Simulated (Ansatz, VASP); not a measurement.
Cd2S in VASP and in Ansatz

```
CELL_PARAMETERS angstrom
1.89324 -6.37707 0.00000
1.89324 6.37707 0.00000
0.00000 0.00000 5.62488
ATOMIC_POSITIONS crystal
Cd 0.83942 0.16058 0.75000
Cd 0.53299 0.46701 0.75000
Cd 0.16058 0.83942 0.25000
Cd 0.46701 0.53299 0.25000
S 0.18275 0.81725 0.75000
S 0.81725 0.18275 0.25000
```

Alike in both runs: functional PBE; k mesh 10 × 10 × 6; occupations gaussian, width 0.01 eV; no spin polarisation.

Ansatz relaxed the structure, and its values are those at the end. VASP's run is a single point on that final structure, the one shown.

|  | VASP | Ansatz |
| --- | --- | --- |
| version | VASP 6.6.1 | Ansatz 0.2.0 |
| potentials or method | VASP PAW PBE potentials, release 64 (Cd, S), cutoff 520 eV | scalar-relativistic, plane waves, PAW |
| valence electrons in the cell | 60 | 92 |

|  | VASP | Ansatz | Ansatz less VASP |
| --- | --- | --- | --- |
| gap on the k mesh at the Fermi level (eV) | none | none | - |
| pressure (GPa) | 0.3 | 0.0 | -0.29 |
| rms of the force components (eV/Å) | 0.006 | 0.001 | -0.0055 |

A gap of «none» marks a metal or a gap that the smearing closes. VASP's potentials hold 60 valence electrons a cell and Ansatz's 92, so a difference there can come from the potentials and not from the codes.
